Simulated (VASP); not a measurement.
# Sc3C: single point with PBE

Crystal: Sc3C.

```
CELL_PARAMETERS angstrom
4.00019 0.00000 0.00000
0.00000 4.00019 0.00000
0.00000 0.00000 4.00019
ATOMIC_POSITIONS crystal
Sc 0.00000 0.50000 0.50000
Sc 0.50000 0.00000 0.50000
Sc 0.50000 0.50000 0.00000
C 0.00000 0.00000 0.00000
```

```json
{
  "Program": "VASP 6.6.1",
  "Task": "single point",
  "Functional": "PBE",
  "Potentials or basis": "VASP PAW PBE potentials, release 64 (Sc_sv, C)",
  "Cutoff": "520 eV",
  "k mesh": "4 × 4 × 4",
  "Occupations": "gaussian, width 0.1 eV",
  "Spin": "no spin polarisation"
}
```

```yaml
Pressure: 1.7 GPa
Band_gap_on_the_k_mesh: zero (an odd number of electrons rules out a gap without spin polarisation)
```

Levels at points of the mesh, in eV from the Fermi level:
```csv
k point,band 15,band 16,band 17,band 18,band 19,band 20,band 21,band 22
"(0.00, 0.00, 0.00)",-1.14,-1.14,-1.00,-1.00,-1.00,-0.83,-0.83,-0.83
"(0.50, 0.00, 0.00)",-2.13,-2.11,-2.11,-0.31,0.45,1.28,1.28,1.52
"(0.50, 0.50, 0.00)",-3.49,-2.48,-0.96,0.20,0.20,0.22,1.48,1.48
"(0.50, 0.50, 0.50)",-2.16,-2.16,-1.55,-1.55,-1.55,1.47,1.47,1.47
```

Run time: 33 s on 1 thread of Intel Xeon 8259CL, on a shared host, peak memory 0.17 GiB.

Caveat: the k points lie up to 0.39 Å⁻¹ apart, too coarse for converged energies and pressures of a metal.
